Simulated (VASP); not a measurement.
Here is a VASP 6.6.1 calculation.

Contents of INCAR:

```
SYSTEM = Y
PREC     = Accurate       ! precision mode
ENCUT    = 520            ! plane-wave cutoff, eV
EDIFF    = 1E-6           ! SCF threshold, eV
ISMEAR   = -1             ! smearing method
SIGMA    = 0.05           ! smearing width, eV
LREAL    = .False.        ! projectors in reciprocal space
LASPH    = .True.         ! aspherical terms in the spheres
NELM     = 150            ! most SCF steps
ALGO     = Normal         ! electronic algorithm
ISIF     = 2              ! what is computed and relaxed
LWAVE    = .False.        ! write WAVECAR
LCHARG   = .False.        ! write CHGCAR
LMAXMIX  = 4              ! l up to which the mixer works
LDAU     = .True.         ! DFT+U
LDAUTYPE = 2            
LDAUL    = 2              ! shell
LDAUU    = 3              ! U, eV
LDAUJ    = 0            
LDAUPRINT= 1            
NBANDS   = 12             ! bands
```

KPOINTS

```
Automatic mesh
0
Gamma
  9 9 9
  0 0 0
```

Contents of POSCAR:

```
Y
1.0
    0.0000000000      2.5519910612      2.5519910612
    2.5519910612      0.0000000000      2.5519910612
    2.5519910612      2.5519910612      0.0000000000
Y
1
Direct
    0.0000000000      0.0000000000      0.0000000000
```

Potentials or basis: VASP PAW LDA potentials, release 64 (Y_sv).

Run with:

```console
$ cat potpaw_LDA.64/Y_sv/POTCAR > POTCAR
$ mpirun -np 1 vasp_std > vasp.out
```

**Question.** Estimate the pressure.

**Answer.** 1.1 GPa.

Eigenvalues of the final occupation matrices:
| site | spin | trace | eigenvalues |
| --- | --- | --- | --- |
| site 1 d | 1 | 0.40 | 0.07 0.07 0.09 0.09 0.09 |
| site 1 d | 2 | 0.40 | 0.07 0.07 0.09 0.09 0.09 |

Caveat: U without spin polarisation on a metal has little footing; the U is typed as a test and isn't derived for this compound.
